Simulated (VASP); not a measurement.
# Al (C2/m) in VASP: a series of runs

Al is run at these levels: PBE, PBEsol; tasks: single point.

Everything below comes from runs of VASP 6.6.1. Logs are shortened: lines on timing, memory, paths and dates and some standing lists are left out, and cuts for length are marked.

## 1. The cell of the first run

The typed cell holds 1 atom: a = 2.861 Å, b = 2.861 Å, c = 2.855 Å, α = 120.11°, β = 120.11°, γ = 89.86°.

## 2. Single point, PBE

INCAR

```
PREC     = Accurate       # precision mode
ENCUT    = 520            # plane-wave cutoff, eV
EDIFF    = 1E-6           # SCF threshold, eV
ISMEAR   = 0              # smearing method
SIGMA    = 0.1            # smearing width, eV
LREAL    = False          # projectors in reciprocal space
LASPH    = True           # aspherical terms in the spheres
NELM     = 60             # most SCF steps
ALGO     = Fast           # electronic algorithm
ISIF     = 2              # what is computed and relaxed
LWAVE    = False          # write WAVECAR
LCHARG   = False          # write CHGCAR
GGA      = PE             # functional
NBANDS   = 8              # bands
```

KPOINTS

```
Automatic mesh
0
Gamma
  24 24 26
```

POSCAR

```
Al
1.0
    2.0250610877     -2.0205327723     -0.0415201213
    2.0250610877      2.0205327723     -0.0415201213
   -1.9809591664      0.0000000000      2.0553903195
Al
1
Direct
    0.5000000000      0.5000000000      0.5000000000
```

Potentials or basis: VASP PAW PBE potentials, release 64 (Al).

On the command line:

```
$ cat potpaw_PBE.64/Al/POTCAR > POTCAR
$ mpirun -np 1 vasp_std > vasp.out
```

OUTCAR:

```text
PREC = Accurate
   ENCUT = 520
   EDIFF = 1E-6
   ISMEAR = 0
   LREAL = False
   LASPH = True
   NELM = 60
   ISIF = 2
   GGA = PE

 ion  position               nearest neighbor table
   1  0.500  0.500  0.500-

  Warning from LATTYP: Got some problem with cell dimensions!
  Tried to take original basis but could not verify dimensions!
  LATTYP: Found a base centered monoclinic cell.
 ALAT       =     4.0287060725
 B/A-ratio  =     1.0030678515
 C/A-ratio  =     0.7085687716
 COS(beta)  =    -0.7046577640

  Lattice vectors:

 A1 = (  -0.0441019213,   2.0205327723,  -2.0138701982)
 A2 = (  -0.0441019213,  -2.0205327723,  -2.0138701982)
 A3 = (  -1.9809591664,   0.0000000000,   2.0553903195)

Analysis of symmetry for initial positions (statically):
=====================================================================
 Subroutine PRICEL returns:
 Original cell was already a primitive cell.

 Routine SETGRP: Setting up the symmetry group for a
 base centered monoclinic supercell.

 Subroutine GETGRP returns: Found  4 space group operations
 (whereof  4 operations were pure point group operations)
 out of a pool of  4 trial point group operations.

The static configuration has the point symmetry C_2h.

Analysis of symmetry for dynamics (positions and initial velocities):
=====================================================================
 Subroutine PRICEL returns:
 Original cell was already a primitive cell.

 Routine SETGRP: Setting up the symmetry group for a
 base centered monoclinic supercell.

 Subroutine GETGRP returns: Found  4 space group operations
 (whereof  4 operations were pure point group operations)
 out of a pool of  4 trial point group operations.

The dynamic configuration has the point symmetry C_2h.

 Subroutine INISYM returns: Found  4 space group operations
 (whereof  4 operations are pure point group operations),
 and found     1 'primitive' translations

----------------------------------------------------------------------------------------

                                     Primitive cell

  volume of cell :      16.4877

  direct lattice vectors                    reciprocal lattice vectors
     2.025061088 -2.020532772 -0.041520121     0.251883519 -0.247459485  0.242762147
     2.025061088  2.020532772 -0.041520121     0.251883519  0.247459485  0.242762147
    -1.980959166  0.000000000  2.055390319     0.010176397  0.000000000  0.496333479

  length of vectors
     2.860969943  2.860969943  2.854615313     0.428503167  0.428503167  0.496437792
[... 83 lines left out ...]
   IBRION =     -1    ionic relax: 0-MD 1-quasi-New 2-CG
   NFREE  =      0    steps in history (QN), initial steepest desc. (CG)
   ISIF   =      2    stress and relaxation
   ISYM   =      2    0-nonsym 1-usesym 2-fastsym
   POTIM  = 0.5000    time-step for ionic-motion
   TEBEG  =    0.0;   TEEND  =   0.0 temperature during run
   PSTRESS=    0.0 pullay stress
   NELECT =       3.0000    total number of electrons
   NUPDOWN=      -1.0000    fix difference up-down
   EMIN   =  10.00;   EMAX   =-10.00  energy-range for DOS
   EFERMI =   0.00;   METHOD = LEGACY
   ISMEAR =     0;   SIGMA  =   0.10  broadening in eV -4-tet -1-fermi 0-gaus
   EFERMI_NEDOS =   21; number of points for ismear=-14 and -15
   IALGO  =     68    algorithm
   IMIX   =      4    mixing-type and parameters
     AMIX     =   0.40;   BMIX     =  1.00
     AMIX_MAG =   1.60;   BMIX_MAG =  1.00
  volume/ion in A,a.u.               =      16.49       111.26
  Fermi-wavevector in a.u.,A,eV,Ry     =   0.927673  1.753049 11.708873  0.860578
  Thomas-Fermi vector in A             =   2.053768
   LORBIT       =      0    0 simple, 1 ext, 2 COOP (PROOUT), +10 PAW based schemes
   GGA     = PE    functional components
   LHFCALC =     F    Hartree Fock is set to
   AEXX    =    0.0000 exact exchange contribution
   IVDW    =     0    specifies the selected vdW correction
   LEPSILON=     F    determine dielectric tensor
   LRPA    =     F    only Hartree local field effects (RPA)
 non-spin polarized calculation
 RMM-DIIS sequential band-by-band and
 Gauss-broadening in eV      SIGMA  =   0.10
  energy-cutoff  :      520.00
  volume of cell :       16.49
 maximum number of plane-waves:       459
 NGX is ok and might be reduce to    24
   NGX = 11   NGY = 11   NGZ = 11

 number of electron       3.0000000 magnetization

 Free energy of the ion-electron system (eV)
  ---------------------------------------------------
  ext. energy  EPLUGINS =         0.00000000
  ---------------------------------------------------
  free energy    TOTEN  =        -3.74657919 eV

  energy without entropy =       -3.74455500  energy(sigma->0) =       -3.74556709

 E-fermi :   8.0260     XC(G=0): -10.1994

 val. band max:        8.0256136018   @ k =   0.2083   0.1667   0.3462
 cond. band min:       8.0278331176   @ k =   0.4167   0.0417   0.2692
 fundamental gap:      0.0022195158
 Fermi energy:         8.0260181234

 k-point     1 :       0.0000    0.0000    0.0000
  band No.  band energies     occupation
      1      -3.1317      2.00000
      2      20.5953      0.00000
      3      20.6293      0.00000
      4      20.6696      0.00000
      5      22.1030      0.00000
      6      22.1291      0.00000
      7      22.1541      0.00000
      8      24.4796      0.00000
[... 243 lines left out ...]
 k-point    24 :       0.4583    0.0417   -0.0000
  band No.  band energies     occupation
      1       2.8415      2.00000
      2       4.3021      2.00000
      3      18.0496      0.00000
      4      18.8674      0.00000
      5      20.0941      0.00000
      6      20.1773      0.00000
      7      23.3823      0.00000
      8      24.0164      0.00000

 [... further k-points ...]

------------------------ aborting loop because EDIFF is reached ----------------------------------------

  FORCE on cell =-STRESS in cart. coord.  units (eV):
  Direction    XX          YY          ZZ          XY          YZ          ZX
  --------------------------------------------------------------------------------------
  -------------------------------------------------------------------------------------
  Total       -0.0049880     -0.0036399     -0.0062723      0.0000000      0.0000000     -0.0001793
  in kB       -0.4847004     -0.3537068     -0.6095089      0.0000000      0.0000000     -0.0174186
  external PRESSURE =      -0.4826387 kB  Pullay stress =       0.0000000 kB

 VOLUME and BASIS-vectors are now :
 -----------------------------------------------------------------------------
  energy-cutoff  :      520.00
  volume of cell :       16.49
      direct lattice vectors                 reciprocal lattice vectors
     2.025061088 -2.020532772 -0.041520121     0.251883519 -0.247459485  0.242762147
     2.025061088  2.020532772 -0.041520121     0.251883519  0.247459485  0.242762147
    -1.980959166  0.000000000  2.055390319     0.010176397  0.000000000  0.496333479

 POSITION                                       TOTAL-FORCE (eV/Angst)
 -----------------------------------------------------------------------------------
      1.03458      0.00000      0.98618         0.000000      0.000000      0.000000
 -----------------------------------------------------------------------------------
    total drift:                               -0.000000      0.000000      0.000000

  FREE ENERGIE OF THE ION-ELECTRON SYSTEM (eV)
  ---------------------------------------------------
  free  energy   TOTEN  =        -3.7465791863 eV

  energy  without entropy=       -3.7445549992  energy(sigma->0) =       -3.74556709
```

stdout:

```text
POSCAR found type information on POSCAR Al
 POSCAR found :  1 types and       1 ions
 scaLAPACK will be used
 LDA part: xc-table for (Slater+PW92), standard interpolation
 POSCAR, INCAR and KPOINTS ok, starting setup
 FFT: planning ... GRIDC
 FFT: planning ... GRID_SOFT
 FFT: planning ... GRID
 WAVECAR not read
 entering main loop
```

Wall time 2 min (1 thread of Intel Xeon 6975P-C (Granite Rapids), shared host); peak memory 0.53 GiB.

What came out:

| Property | Result |
| --- | --- |
| Free energy | -3.7466 eV |
| Pressure | 0.0 GPa |

## 3. Single point, PBEsol

INCAR

```
ALGO = Fast
EDIFF = 1E-6
ENCUT = 520
GGA = PS
ISIF = 2
ISMEAR = 0
LASPH = True
LCHARG = True
LELF = True
LREAL = False
LVHAR = True
LWAVE = False
NBANDS = 8
NELM = 100
PREC = Accurate
SIGMA = 0.1
```

KPOINTS

```
k-points
0
Gamma
  24 24 26
```

POSCAR is that of step 2.

Potentials or basis: VASP PAW PBE potentials, release 64 (Al).

On the command line:

```
$ cat potpaw_PBE.64/Al/POTCAR > POTCAR
$ mpirun -np 1 vasp_std > vasp.out
```

OUTCAR:

```text
EDIFF = 1E-6
   ENCUT = 520
   GGA = PS
   ISIF = 2
   ISMEAR = 0
   LASPH = True
   LREAL = False
   NELM = 100
   PREC = Accurate

 ion  position               nearest neighbor table
   1  0.500  0.500  0.500-

  Warning from LATTYP: Got some problem with cell dimensions!
  Tried to take original basis but could not verify dimensions!
  LATTYP: Found a base centered monoclinic cell.
 ALAT       =     4.0287060725
 B/A-ratio  =     1.0030678515
 C/A-ratio  =     0.7085687716
 COS(beta)  =    -0.7046577640

  Lattice vectors:

 A1 = (  -0.0441019213,   2.0205327723,  -2.0138701982)
 A2 = (  -0.0441019213,  -2.0205327723,  -2.0138701982)
 A3 = (  -1.9809591664,   0.0000000000,   2.0553903195)

Analysis of symmetry for initial positions (statically):
=====================================================================
 Subroutine PRICEL returns:
 Original cell was already a primitive cell.

 Routine SETGRP: Setting up the symmetry group for a
 base centered monoclinic supercell.

 Subroutine GETGRP returns: Found  4 space group operations
 (whereof  4 operations were pure point group operations)
 out of a pool of  4 trial point group operations.

The static configuration has the point symmetry C_2h.

Analysis of symmetry for dynamics (positions and initial velocities):
=====================================================================
 Subroutine PRICEL returns:
 Original cell was already a primitive cell.

 Routine SETGRP: Setting up the symmetry group for a
 base centered monoclinic supercell.

 Subroutine GETGRP returns: Found  4 space group operations
 (whereof  4 operations were pure point group operations)
 out of a pool of  4 trial point group operations.

The dynamic configuration has the point symmetry C_2h.

 Subroutine INISYM returns: Found  4 space group operations
 (whereof  4 operations are pure point group operations),
 and found     1 'primitive' translations

[... 116 lines left out ...]
   LORBIT       =      0    0 simple, 1 ext, 2 COOP (PROOUT), +10 PAW based schemes
   GGA     = PS    functional components
   LHFCALC =     F    Hartree Fock is set to
   AEXX    =    0.0000 exact exchange contribution
   IVDW    =     0    specifies the selected vdW correction
   LEPSILON=     F    determine dielectric tensor
   LRPA    =     F    only Hartree local field effects (RPA)
 non-spin polarized calculation
 RMM-DIIS sequential band-by-band and
 Gauss-broadening in eV      SIGMA  =   0.10
  energy-cutoff  :      520.00
  volume of cell :       16.49
 maximum number of plane-waves:       459
 NGX is ok and might be reduce to    24
   NGX = 11   NGY = 11   NGZ = 11

 number of electron       3.0000000 magnetization

 Free energy of the ion-electron system (eV)
  ---------------------------------------------------
  ext. energy  EPLUGINS =         0.00000000
  ---------------------------------------------------
  free energy    TOTEN  =        -4.09146903 eV

  energy without entropy =       -4.08943977  energy(sigma->0) =       -4.09045440

 E-fermi :   7.9730     XC(G=0): -10.2596

 val. band max:        7.9715522473   @ k =   0.2083   0.1667   0.3462
 cond. band min:       7.9779685408   @ k =   0.4167   0.0417   0.2692
 fundamental gap:      0.0064162935
 Fermi energy:         7.9729526886

 k-point     1 :       0.0000    0.0000    0.0000
  band No.  band energies     occupation
      1      -3.1775      2.00000
      2      20.5210      0.00000
      3      20.5549      0.00000
      4      20.5948      0.00000
      5      22.0280      0.00000
      6      22.0540      0.00000
      7      22.0789      0.00000
      8      24.4473      0.00000
[... 243 lines left out ...]
 k-point    24 :       0.4583    0.0417   -0.0000
  band No.  band energies     occupation
      1       2.7925      2.00000
      2       4.2529      2.00000
      3      17.9818      0.00000
      4      18.7977      0.00000
      5      20.0235      0.00000
      6      20.1046      0.00000
      7      23.3221      0.00000
      8      23.9545      0.00000

 [... further k-points ...]

------------------------ aborting loop because EDIFF is reached ----------------------------------------

  FORCE on cell =-STRESS in cart. coord.  units (eV):
  Direction    XX          YY          ZZ          XY          YZ          ZX
  --------------------------------------------------------------------------------------
  -------------------------------------------------------------------------------------
  Total       -0.1512194     -0.1494960     -0.1511433      0.0000000      0.0000000     -0.0004856
  in kB      -14.6946001    -14.5271239    -14.6871984      0.0000000      0.0000000     -0.0471913
  external PRESSURE =     -14.6363075 kB  Pullay stress =       0.0000000 kB

 VOLUME and BASIS-vectors are now :
 -----------------------------------------------------------------------------
  energy-cutoff  :      520.00
  volume of cell :       16.49
      direct lattice vectors                 reciprocal lattice vectors
     2.025061088 -2.020532772 -0.041520121     0.251883519 -0.247459485  0.242762147
     2.025061088  2.020532772 -0.041520121     0.251883519  0.247459485  0.242762147
    -1.980959166  0.000000000  2.055390319     0.010176397  0.000000000  0.496333479

 POSITION                                       TOTAL-FORCE (eV/Angst)
 -----------------------------------------------------------------------------------
      1.03458      0.00000      0.98618         0.000000     -0.000000      0.000000
 -----------------------------------------------------------------------------------
    total drift:                               -0.000000      0.000000      0.000000

  FREE ENERGIE OF THE ION-ELECTRON SYSTEM (eV)
  ---------------------------------------------------
  free  energy   TOTEN  =        -4.0914690296 eV

  energy  without entropy=       -4.0894397668  energy(sigma->0) =       -4.09045440
```

OSZICAR:

```text
N       E                     dE             d eps       ncg     rms          rms(c)
DAV:   1    -0.265832305569E+01   -0.26583E+01   -0.92641E+02 63320   0.234E+02
DAV:   2    -0.411358743200E+01   -0.14553E+01   -0.14125E+01 87640   0.175E+01
DAV:   3    -0.412000445221E+01   -0.64170E-02   -0.64136E-02 82696   0.145E+00
DAV:   4    -0.412001587594E+01   -0.11424E-04   -0.11424E-04 96512   0.479E-02
DAV:   5    -0.412001590530E+01   -0.29356E-07   -0.29544E-07 83288   0.138E-03    0.139E+00
RMM:   6    -0.410297585719E+01    0.17040E-01   -0.14350E-03 62686   0.187E-01    0.806E-01
RMM:   7    -0.409145149490E+01    0.11524E-01   -0.42927E-03 71354   0.317E-01    0.135E-01
RMM:   8    -0.409146655998E+01   -0.15065E-04   -0.22890E-04 69625   0.905E-02    0.307E-02
RMM:   9    -0.409147032606E+01   -0.37661E-05   -0.33759E-05 72127   0.366E-02    0.154E-02
RMM:  10    -0.409146901639E+01    0.13097E-05   -0.53795E-06 73619   0.139E-02    0.286E-02
RMM:  11    -0.409146902959E+01   -0.13195E-07   -0.10255E-06 66263   0.590E-03
   1 F= -.40914690E+01 E0= -.40904544E+01  d E =-.202926E-02
```

Run time: 2.3 min. Hardware: 1 thread of Intel Xeon 6975P-C (Granite Rapids), shared host; peak memory 0.53 GiB.

Results:

- Free energy: -4.0915 eV
- Pressure: -1.5 GPa

Levels at points of the mesh, in eV from the Fermi level:
```tsv
k point	band 1	band 2	band 3	band 4	band 5	band 6
(0.00, 0.00, 0.00)	-11.15	12.55	12.58	12.62	14.06	14.08
(0.50, 0.00, 0.00)	-4.62	-4.40	11.34	11.37	11.46	11.49
(0.50, 0.50, 0.00)	-2.94	-1.63	5.24	5.55	5.61	9.05
(0.00, 0.00, 0.50)	-2.89	-1.57	5.20	5.51	5.53	8.99
(0.50, 0.00, 0.50)	-4.61	-4.38	11.32	11.36	11.43	11.47
(0.50, 0.50, 0.50)	-2.97	-1.68	5.27	5.61	5.63	9.09
```

Caveat: the PAW data sets were made with another functional, which shifts forces and pressure a little.
